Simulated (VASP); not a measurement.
Runs of VASP 6.6.1 on Pb. The structure is that of space group Im-3m (No. 229), or close to it. The cells are those of the table. 

```csv
task,cell,cutoff (eV),k mesh for the DOS,occupations for the DOS,gap on the mesh (eV),pressure (GPa)
relaxation of cell and atoms,"relaxed from a = 3.461 Å, angles 109.5°, 1 atom",600,-,-,none,0.0
single point,"a = 3.319 Å, angles 109.5°, 1 atom",520,-,-,none,6.6
single point,"a = 3.046 Å, angles 109.5°, 1 atom",520,-,-,none,37.7
single point,"a = 2.889 Å, angles 109.5°, 1 atom",520,-,-,none,(b)
single point,"a = 2.614 Å, angles 109.5°, 1 atom",520,-,-,none,(a)
single point,"a = 3.464 Å, angles 109.5°, 1 atom",520,-,-,none,0.0
single point,"a = 3.189 Å, angles 109.5°, 1 atom",520,-,-,none,17.3
single point,"a = 2.749 Å, angles 109.5°, 1 atom",520,-,-,none,147.0
```

Alike in all rows: level PBE; potentials or basis VASP PAW PBE potentials, release 64 (Pb_d); no spin polarisation; k mesh 15 × 15 × 15; smearing fermi-dirac 0.1 eV.

**Question.** Fill in the values left out.

**Answer.** (a) 262.5; (b) 79.3.

Caveats: spin-orbit coupling is left out, which moves the levels of the heavy elements.

A k mesh can miss the band edges, and the runs leave out spin-orbit coupling on Pb.

A gap of «none» marks levels without a gap at the run's occupations.
